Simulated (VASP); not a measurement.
# KBr (Fm-3m) in VASP: further runs

Aim: see how the results for KBr move with the level of theory and the settings. Levels: PBE, PBE-based screened hybrid. Tasks: single point.

Program: VASP 6.6.1. These are calculated values, not measurements. Logs are shortened: lines on timing, memory, paths and dates and some standing lists are left out, and cuts for length are marked.

## 1. The cell of the first run

Symmetry: Fm-3m, No. 225, cubic system. Conventional cell: a = 6.600 Å, b = 6.600 Å, c = 6.600 Å, α = 90.00°, β = 90.00°, γ = 90.00°. Br (site symmetry m-3m) has 6 K at 3.30 Å within 4.3 Å. K (site symmetry m-3m) has 6 Br at 3.30 Å within 4.3 Å.

## 2. Single point, PBE

File INCAR:

```
SYSTEM = KBr
  ALGO = Normal
  EDIFF = 1E-6
  ENCUT = 500
  GGA = PE
  GGA_COMPAT = .False.
  ISIF = 2
  ISMEAR = 0
  LASPH = .True.
  LCHARG = .True.
  LELF = .True.
  LREAL = .False.
  LVHAR = .True.
  LWAVE = .False.
  NBANDS = 15
  NELM = 120
  PREC = Accurate
  SIGMA = 0.020999999999999998
```

File KPOINTS:

```
k-points
0
Gamma
  7 7 7
  0 0 0
```

File POSCAR:

```
KBr
1.0
    0.0000000000      3.3000000000      3.3000000000
    3.3000000000      0.0000000000      3.3000000000
    3.3000000000      3.3000000000      0.0000000000
Br K
1 1
Direct
    0.5000000000      0.5000000000      0.5000000000
    0.0000000000      0.0000000000      0.0000000000
```

Potentials or basis: VASP PAW PBE potentials, release 64 (Br, K_sv).

On the command line:

```console
> cat potpaw_PBE.64/Br/POTCAR potpaw_PBE.64/K_sv/POTCAR > POTCAR
> mpirun -np 1 vasp_std > vasp.out
```

OUTCAR:

```text
SYSTEM = KBr
   EDIFF = 1E-6
   ENCUT = 500
   GGA = PE
   ISIF = 2
   ISMEAR = 0
   LASPH = .True.
   LREAL = .False.
   NELM = 120
   PREC = Accurate

 ion  position               nearest neighbor table
   1  0.500  0.500  0.500-   2 3.30   2 3.30   2 3.30   2 3.30   2 3.30   2 3.30
   2  0.000  0.000  0.000-   1 3.30   1 3.30   1 3.30   1 3.30   1 3.30   1 3.30

  LATTYP: Found a face centered cubic cell.
 ALAT       =     6.6000000000

  Lattice vectors:

 A1 = (   0.0000000000,   3.3000000000,   3.3000000000)
 A2 = (   3.3000000000,   0.0000000000,   3.3000000000)
 A3 = (   3.3000000000,   3.3000000000,   0.0000000000)

Analysis of symmetry for initial positions (statically):
=====================================================================
 Subroutine PRICEL returns:
 Original cell was already a primitive cell.

 Routine SETGRP: Setting up the symmetry group for a
 face centered cubic supercell.

 Subroutine GETGRP returns: Found 48 space group operations
 (whereof 48 operations were pure point group operations)
 out of a pool of 48 trial point group operations.

The static configuration has the point symmetry O_h .

Analysis of symmetry for dynamics (positions and initial velocities):
=====================================================================
 Subroutine PRICEL returns:
 Original cell was already a primitive cell.

 Routine SETGRP: Setting up the symmetry group for a
 face centered cubic supercell.

 Subroutine GETGRP returns: Found 48 space group operations
 (whereof 48 operations were pure point group operations)
 out of a pool of 48 trial point group operations.

The dynamic configuration has the point symmetry O_h .

 Subroutine INISYM returns: Found 48 space group operations
 (whereof 48 operations are pure point group operations),
 and found     1 'primitive' translations

----------------------------------------------------------------------------------------

                                     Primitive cell

  volume of cell :      71.8740

  direct lattice vectors                    reciprocal lattice vectors
     0.000000000  3.300000000  3.300000000    -0.151515152  0.151515152  0.151515152
     3.300000000  0.000000000  3.300000000     0.151515152 -0.151515152  0.151515152
     3.300000000  3.300000000  0.000000000     0.151515152  0.151515152 -0.151515152

  length of vectors
     4.666904756  4.666904756  4.666904756     0.262431941  0.262431941  0.262431941

  position of ions in fractional coordinates (direct lattice)
     0.500000000  0.500000000  0.500000000
     0.000000000  0.000000000  0.000000000

  ion indices of the primitive-cell ions
   primitive index   ion index
                 1           1
                 2           2

----------------------------------------------------------------------------------------

 KPOINTS: k-points

Automatic generation of k-mesh.
 Grid dimensions read from file:
 generate k-points for:    7    7    7

 Generating k-lattice:

  Cartesian coordinates                     Fractional coordinates (reciprocal lattice)
    -0.021645022  0.021645022  0.021645022     0.142857143  0.000000000  0.000000000
     0.021645022 -0.021645022  0.021645022     0.000000000  0.142857143  0.000000000
     0.021645022  0.021645022 -0.021645022     0.000000000  0.000000000  0.142857143

  Length of vectors
     0.037490277  0.037490277  0.037490277

  Shift w.r.t. Gamma in fractional coordinates (k-lattice)
     0.000000000  0.000000000  0.000000000

 Subroutine IBZKPT returns following result:
 ===========================================

 Found     20 irreducible k-points:

 Following reciprocal coordinates:
            Coordinates               Weight
  0.000000  0.000000  0.000000      1.000000
  0.142857  0.000000  0.000000      8.000000
  0.285714  0.000000  0.000000      8.000000
  0.428571  0.000000  0.000000      8.000000
  0.142857  0.142857  0.000000      6.000000
  0.285714  0.142857  0.000000     24.000000
[... 12 lines left out ...]
 -0.428571  0.428571  0.142857     24.000000
 -0.285714  0.428571  0.142857     24.000000
   k-points           NKPTS =     20   k-points in BZ     NKDIM =     20   number of bands    NBANDS=     15
   number of dos      NEDOS =    301   number of ions     NIONS =      2
   total plane-waves  NPLWV =  46656
   dimension x,y,z NGX =    36 NGY =   36 NGZ =   36
   dimension x,y,z NGXF=    72 NGYF=   72 NGZF=   72
   ions per type =               1   1
   NGX,Y,Z   is equivalent  to a cutoff of  12.82, 12.82, 12.82 a.u.
   NGXF,Y,Z  is equivalent  to a cutoff of  25.65, 25.65, 25.65 a.u.
 SYSTEM =  KBr
   PREC   = accura    normal or accurate (medium, high low for compatibility)
   ISTART =      0    job   : 0-new  1-cont  2-samecut
   ICHARG =      2    charge: 1-file 2-atom 10-const
   ISPIN  =      1    spin polarized calculation?
   LNONCOLLINEAR =      F non collinear calculations
   LSORBIT =      F    spin-orbit coupling
   LASPH  =      T    aspherical Exc in radial PAW
   ENCUT  =  500.0 eV  36.75 Ry    6.06 a.u.   8.51  8.51  8.51*2*pi/ulx,y,z
   NELM   =    120;   NELMIN=  2; NELMDL= -5     # of ELM steps
   EDIFF  = 0.1E-05   stopping-criterion for ELM
   LREAL  =      F    real-space projection
   EDIFFG = 0.1E-04   stopping-criterion for IOM
   NSW    =      0    number of steps for IOM
   IBRION =     -1    ionic relax: 0-MD 1-quasi-New 2-CG
   NFREE  =      0    steps in history (QN), initial steepest desc. (CG)
   ISIF   =      2    stress and relaxation
   ISYM   =      2    0-nonsym 1-usesym 2-fastsym
   POTIM  = 0.5000    time-step for ionic-motion
   TEBEG  =    0.0;   TEEND  =   0.0 temperature during run
   PSTRESS=    0.0 pullay stress
   NELECT =      16.0000    total number of electrons
   NUPDOWN=      -1.0000    fix difference up-down
   EMIN   =  10.00;   EMAX   =-10.00  energy-range for DOS
   EFERMI =   0.00;   METHOD = LEGACY
   ISMEAR =     0;   SIGMA  =   0.02  broadening in eV -4-tet -1-fermi 0-gaus
   EFERMI_NEDOS =   21; number of points for ismear=-14 and -15
   IALGO  =     38    algorithm
   IMIX   =      4    mixing-type and parameters
     AMIX     =   0.40;   BMIX     =  1.00
     AMIX_MAG =   1.60;   BMIX_MAG =  1.00
  volume/ion in A,a.u.               =      35.94       242.51
  Fermi-wavevector in a.u.,A,eV,Ry     =   0.992181  1.874950 13.393889  0.984423
  Thomas-Fermi vector in A             =   2.123975
   LORBIT       =      0    0 simple, 1 ext, 2 COOP (PROOUT), +10 PAW based schemes
   GGA     = PE    functional components
   LHFCALC =     F    Hartree Fock is set to
   AEXX    =    0.0000 exact exchange contribution
   IVDW    =     0    specifies the selected vdW correction
   LEPSILON=     F    determine dielectric tensor
   LRPA    =     F    only Hartree local field effects (RPA)
 non-spin polarized calculation
 Gauss-broadening in eV      SIGMA  =   0.02
  energy-cutoff  :      500.00
  volume of cell :       71.87
 maximum number of plane-waves:      1841
 NGX is ok and might be reduce to    36
   NGX = 17   NGY = 17   NGZ = 17

 number of electron      15.9999997 magnetization

 Free energy of the ion-electron system (eV)
  ---------------------------------------------------
  ext. energy  EPLUGINS =         0.00000000
  ---------------------------------------------------
  free energy    TOTEN  =        -6.21501078 eV

  energy without entropy =       -6.21501078  energy(sigma->0) =       -6.21501078

 E-fermi :  -1.5293     XC(G=0):  -7.3706

 val. band max:       -1.7406571490   @ k =   0.0000   0.0000   0.0000
 cond. band min:       2.6931839192   @ k =   0.0000   0.0000   0.0000
 fundamental gap:      4.4338410682
 Fermi energy:        -1.5293223975

 k-point     1 :       0.0000    0.0000    0.0000
  band No.  band energies     occupation
      1     -29.5218      2.00000
      2     -14.0329      2.00000
      3     -12.9990      2.00000
      4     -12.9990      2.00000
      5     -12.9990      2.00000
      6      -1.7407      2.00000
      7      -1.7407      2.00000
      8      -1.7407      2.00000
      9       2.6932      0.00000
     10       5.8635      0.00000
     11       5.8635      0.00000
     12       5.8635      0.00000
     13       6.6867      0.00000
     14       6.6867      0.00000
     15       9.8617      0.00000

 k-point     2 :       0.1429    0.0000    0.0000
  band No.  band energies     occupation
      1     -29.5207      2.00000
      2     -14.0720      2.00000
      3     -13.0000      2.00000
      4     -13.0000      2.00000
      5     -12.9466      2.00000
      6      -2.0227      2.00000
      7      -1.8076      2.00000
      8      -1.8076      2.00000
      9       3.1930      0.00000
     10       5.7435      0.00000
     11       6.1040      0.00000
     12       6.1040      0.00000
     13       6.9518      0.00000
     14       6.9518      0.00000
     15      10.5615      0.00000

 k-point     3 :       0.2857    0.0000    0.0000
  band No.  band energies     occupation
      1     -29.5184      2.00000
      2     -14.1492      2.00000
      3     -13.0024      2.00000
      4     -13.0024      2.00000
      5     -12.8394      2.00000
      6      -2.5348      2.00000
      7      -1.9504      2.00000
      8      -1.9504      2.00000
      9       4.1871      0.00000
     10       5.8190      0.00000
     11       6.7643      0.00000
     12       6.7643      0.00000
     13       7.6644      0.00000
     14       7.6644      0.00000
     15      10.1476      0.00000
[... 271 lines left out ...]
 k-point    19 :      -0.4286    0.4286    0.1429
  band No.  band energies     occupation
      1     -29.5148      2.00000
      2     -14.0198      2.00000
      3     -13.0599      2.00000
      4     -13.0430      2.00000
      5     -12.9400      2.00000
      6      -2.5187      2.00000
      7      -2.1495      2.00000
      8      -2.1381      2.00000
      9       4.7199      0.00000
     10       5.8525      0.00000
     11       6.8716      0.00000
     12       7.8357      0.00000
     13       8.0427      0.00000
     14       8.8695      0.00000
     15       9.3650      0.00000

 k-point    20 :      -0.2857    0.4286    0.1429
  band No.  band energies     occupation
      1     -29.5146      2.00000
      2     -14.0469      2.00000
      3     -13.0656      2.00000
      4     -13.0419      2.00000
      5     -12.8976      2.00000
      6      -2.4147      2.00000
      7      -2.3662      2.00000
      8      -2.1588      2.00000
      9       5.3125      0.00000
     10       6.0447      0.00000
     11       6.5908      0.00000
     12       7.3079      0.00000
     13       8.7308      0.00000
     14       8.7449      0.00000
     15       9.5373      0.00000

------------------------ aborting loop because EDIFF is reached ----------------------------------------

  FORCE on cell =-STRESS in cart. coord.  units (eV):
  Direction    XX          YY          ZZ          XY          YZ          ZX
  --------------------------------------------------------------------------------------
  -------------------------------------------------------------------------------------
  Total        0.3376866      0.3376866      0.3376866      0.0000000      0.0000000      0.0000000
  in kB        7.5275313      7.5275313      7.5275313      0.0000000      0.0000000      0.0000000
  external PRESSURE =       7.5275313 kB  Pullay stress =       0.0000000 kB

 VOLUME and BASIS-vectors are now :
 -----------------------------------------------------------------------------
  energy-cutoff  :      500.00
  volume of cell :       71.87
      direct lattice vectors                 reciprocal lattice vectors
     0.000000000  3.300000000  3.300000000    -0.151515152  0.151515152  0.151515152
     3.300000000  0.000000000  3.300000000     0.151515152 -0.151515152  0.151515152
     3.300000000  3.300000000  0.000000000     0.151515152  0.151515152 -0.151515152

 POSITION                                       TOTAL-FORCE (eV/Angst)
 -----------------------------------------------------------------------------------
      3.30000      3.30000      3.30000         0.000000     -0.000000      0.000000
      0.00000      0.00000      0.00000        -0.000000      0.000000     -0.000000
 -----------------------------------------------------------------------------------
    total drift:                                0.000000      0.000000      0.000000

  FREE ENERGIE OF THE ION-ELECTRON SYSTEM (eV)
  ---------------------------------------------------
  free  energy   TOTEN  =        -6.2150107844 eV

  energy  without entropy=       -6.2150107844  energy(sigma->0) =       -6.21501078
```

It took 21 s on 1 thread of Intel Xeon Platinum 8259CL at 2.50GHz (Skylake/Cascade Lake), shared host; peak memory 0.21 GiB.

What came out:

```yaml
Free_energy: -6.2150 eV
Pressure: 0.8 GPa
Band_gap_on_the_k_mesh: 4.43 eV, direct
```

## 3. Single point, PBE-based screened hybrid

POSCAR is that of step 2.

File INCAR.step1:

```
  PREC = Accurate
  ENCUT = 520
  EDIFF = 1E-5
  ISMEAR = -1
  SIGMA = 0.05
  LREAL = False
  LASPH = True
  NELM = 60
  ALGO = Normal
  ISIF = 2
  LWAVE = True
  GGA = PE
  NBANDS = 15
```

File INCAR.step2:

```
  PREC = Accurate
  ENCUT = 520
  EDIFF = 1E-7
  ISMEAR = -1
  SIGMA = 0.05
  LREAL = False
  LASPH = True
  NELM = 60
  ALGO = Normal
  ISIF = 2
  LWAVE = False
  LCHARG = True
  GGA = PE
  LHFCALC = True
  AEXX = 0.5
  HFSCREEN = 0.2
  PRECFOCK = Normal
  LELF = True
  LVHAR = True
  ISTART = 1
  NBANDS = 15
```

File KPOINTS:

```
Automatic mesh
0
Gamma
  4 4 4
```

Potentials or basis: VASP PAW PBE potentials, release 64 (Br, K_sv).

On the command line:

```console
> cat potpaw_PBE.64/Br/POTCAR potpaw_PBE.64/K_sv/POTCAR > POTCAR
> cp INCAR.step1 INCAR
> mpirun -np 1 vasp_std > vasp.out
> cp INCAR.step2 INCAR
> mpirun -np 1 vasp_std > vasp.out
```

Wall time 11 min (1 thread of AMD EPYC 7R43 (Zen 3), shared host); peak memory 0.28 GiB.

Results (log left out):

| Quantity | Value |
| --- | --- |
| Free energy | -8.1989 eV |
| Pressure | 0.2 GPa |
| Band gap on the k mesh | 6.85 eV, direct |

Levels at points of the mesh, in eV from the valence-band top:
```csv
k point,band 4,band 5,band 6,band 7,band 8,band 9,band 10,band 11,band 12,band 13
"(0.00, 0.00, 0.00)",-12.89,-12.89,0.00,0.00,0.00,6.85,10.39,10.39,10.39,11.47
"(0.50, 0.00, 0.00)",-12.90,-12.63,-1.28,-0.35,-0.35,8.98,11.00,12.75,12.75,13.06
"(0.50, 0.50, 0.00)",-12.93,-12.93,-0.91,-0.33,-0.33,8.33,9.86,12.11,12.65,13.02
```

Caveat: the PAW data sets were made with another functional, which shifts forces and pressure a little.
